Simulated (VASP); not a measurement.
A run of VASP 6.6.1 is set up as follows.

File INCAR:

```
SYSTEM = Ag
ALGO = Normal
EDIFF = 1E-6
ENCUT = 520
GGA = PE
ISIF = 2
ISMEAR = -1
LASPH = .TRUE.
LCHARG = .TRUE.
LELF = .TRUE.
LREAL = .FALSE.
LVHAR = .TRUE.
LWAVE = .FALSE.
NBANDS = 18
NELM = 80
PREC = Accurate
SIGMA = 0.03
```

KPOINTS

```
k-points
0
G
  13 13 7
  0 0 0
```

Contents of POSCAR:

```
Ag
1.0
    2.9299980804     -0.0146499904     -0.0146499904
   -1.4776863040      2.5447777659     -0.0053622686
   -0.0239500000     -0.0239500000      4.7900000000
Ag
2
Direct
    0.3333333333      0.6666666667      0.2500000000
    0.6666666667      0.3333333333      0.7500000000
```

Potentials or basis: VASP PAW PBE potentials, release 64 (Ag).

Command:

```sh
$ cat potpaw_PBE.64/Ag/POTCAR > POTCAR
$ mpirun -np 1 vasp_std > vasp.out
```

Question: Estimate the largest force.

Answer: 0.013 eV/Å.

Question: Predict the pressure.

Answer: 0.1 GPa.

Question: What does it give for the band gap on the k mesh?

Answer: Zero (bands 11 and 12 overlap by 6.39 eV).

Stress tensor (GPa, compression positive):
```
-0.44  0.46  0.15
 0.46 -0.42  0.13
 0.15  0.13  1.27
```

Caveat: the cell differs from its parent crystal (equal xy, yz and zx shear strains of -1 %).
